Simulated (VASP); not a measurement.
## Mg3H3O4 (a cell with a defect): single point with PBEsol

The system is Mg3H3O4 (a cell with a defect).

```xyz
20
Lattice="4.5975 -2.6544 0.0000 0.0000 5.3088 0.0000 0.0000 0.0000 7.2844" Properties=species:S:1:pos:R:3 pbc="T T T"
Mg    1.6722    0.8041    6.1736
Mg    0.0000    3.7005    6.1736
Mg    2.9253    3.4585    6.1736
Mg    0.0000    1.7696    0.9653
Mg    3.0650    1.7696    1.3491
Mg    1.5325    4.4240    1.3491
H     0.0000    1.7696    2.7395
H     3.0650    1.7696    4.0771
H     1.5325    4.4240    4.0771
H     1.5463    0.8768    3.3617
H     0.0000    3.5552    3.3617
H     3.0512    3.5312    3.3617
O     3.0650    1.7696    5.0483
O     1.5325    4.4240    5.0483
O     1.3335    0.9997    2.4159
O     0.0000    3.3094    2.4159
O     3.2640    3.6540    2.4159
O     3.0927   -0.0160    0.0115
O     1.5048    2.6384    0.0115
O     0.0000    0.0319    0.0115
```

- Program: VASP 6.6.1
- Task: single point
- Functional: PBEsol
- Potentials or basis: VASP PAW PBE potentials, release 64 (Mg, H, O)
- Cutoff: 520 eV
- k mesh: 6 × 6 × 4
- Occupations: gaussian, width 0.05 eV
- Spin: no spin polarisation

```json
{
 "Largest force": "0.133 eV/Å"
}
```

Forces in eV/Å, atoms in the order of the input:
```
Mg   0.015 -0.008  0.024
Mg   0.000  0.017  0.024
Mg  -0.015 -0.008  0.024
Mg   0.000  0.000  0.005
Mg   0.000  0.000 -0.015
Mg   0.000  0.000 -0.015
H    0.000  0.000  0.010
H    0.000  0.000 -0.133
H    0.000  0.000 -0.133
H    0.023 -0.013  0.125
H    0.000  0.027  0.125
H   -0.023 -0.013  0.125
O    0.000  0.000  0.121
O    0.000  0.000  0.121
O   -0.010  0.006 -0.131
O    0.000 -0.012 -0.131
O    0.010  0.006 -0.131
O    0.003 -0.002 -0.006
O   -0.003 -0.002 -0.006
O    0.000  0.003 -0.006
```

Levels at points of the mesh, in eV from the Fermi level:
```
           k point  band 28  band 29  band 30  band 31  band 32  band 33  band 34  band 35  band 36  band 37
(0.00, 0.00, 0.00)    -0.97    -0.69    -0.69    -0.31    -0.31     2.71     5.51     6.55     7.12     8.13
(0.50, 0.00, 0.00)    -0.99    -0.96    -0.87    -0.85    -0.66     4.57     5.72     6.09     6.96     7.94
(0.00, 0.00, 0.50)    -0.93    -0.83    -0.83    -0.33    -0.33     3.64     4.45     6.57     7.27     8.11
(0.50, 0.00, 0.50)    -0.97    -0.96    -0.92    -0.88    -0.64     4.59     5.89     6.08     6.66     7.71
```

It took 7 min on 1 thread of AMD EPYC 7R43 64-Core Processor (Zen 3) (shared host), peak memory 0.31 GiB.

Caveat: the cell carries a net charge on a neutralising background, which shifts energy and pressure; the cell is charged against a uniform background, so pressure and absolute levels hang on convention; the PAW data sets were made with another functional, which shifts forces and pressure a little.
